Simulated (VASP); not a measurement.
A run of VASP 6.6.1 is set up as follows.

INCAR

```
SYSTEM = Si
PREC = Accurate ; ENCUT = 520
EDIFF = 1E-6 ; ISMEAR = 0
SIGMA = 0.02 ; LREAL = Auto
LASPH = .TRUE. ; NELM = 60
ALGO = Normal ; ISIF = 2
LWAVE = .FALSE. ; LCHARG = .TRUE.
GGA = PS ; LELF = .TRUE.
LVHAR = .TRUE. ; NBANDS = 43
```

The input KPOINTS:

```
Automatic mesh
0
G
  3 3 3
  0 0 0
```

File POSCAR:

```
Si
1.0
    0.0000000000      5.4338342766     -5.4338342766
    5.4338342766      5.4338342766      0.0000000000
    5.4338342766      0.0000000000     -5.4338342766
Si
15
Direct
    0.2479418641     -0.2438254339      0.2479418641
    0.1248712172      0.6251288367      0.1248712172
    0.6251288367      0.1248712172      0.1248712172
    0.6251287447      0.6251287447      0.1248713092
    0.1248712172      0.1248712172      0.6251288367
    0.1248713092      0.6251287447      0.6251287447
    0.6251287447      0.1248713092      0.6251287447
    0.6250000142      0.6250000142      0.6250000142
    0.2479418641      0.2479418641      0.2479418641
    0.7500644651      0.7500644651      0.2498064775
    0.7561745152      0.2479418641      0.2479418641
    0.2498064775      0.7500644651      0.7500644651
    0.2479418641      0.2479418641      0.7561745152
    0.7500644651      0.7500644651      0.7500644651
    0.7500644651      0.2498064775      0.7500644651
```

Potentials or basis: VASP PAW PBE potentials, release 64 (Si).

Run with:

```sh
$ cat potpaw_PBE.64/Si/POTCAR > POTCAR
$ mpirun -np 1 vasp_std > vasp.out
```

**Question.** Predict the band gap on the k mesh.

**Answer.** Zero (band 30 reaches 5.94 eV, above the bottom of band 31 at 5.24 eV).

**Question.** Predict the largest force.

**Answer.** 0.007 eV/Å.

**Question.** What does it give for the pressure?

**Answer.** -2.0 GPa.

Forces in eV/Å, atoms in the order of the input:
```
Si   0.003  0.003  0.003
Si   0.000  0.000 -0.007
Si   0.007  0.000  0.000
Si   0.000 -0.007  0.000
Si   0.000  0.007  0.000
Si  -0.007  0.000  0.000
Si   0.000  0.000  0.007
Si   0.000  0.000  0.000
Si  -0.003 -0.003  0.003
Si   0.003 -0.003 -0.003
Si  -0.003  0.003 -0.003
Si  -0.003  0.003 -0.003
Si   0.003 -0.003 -0.003
Si  -0.003 -0.003  0.003
Si   0.003  0.003  0.003
```

Caveat: the PAW data sets were made with another functional, which shifts forces and pressure a little.
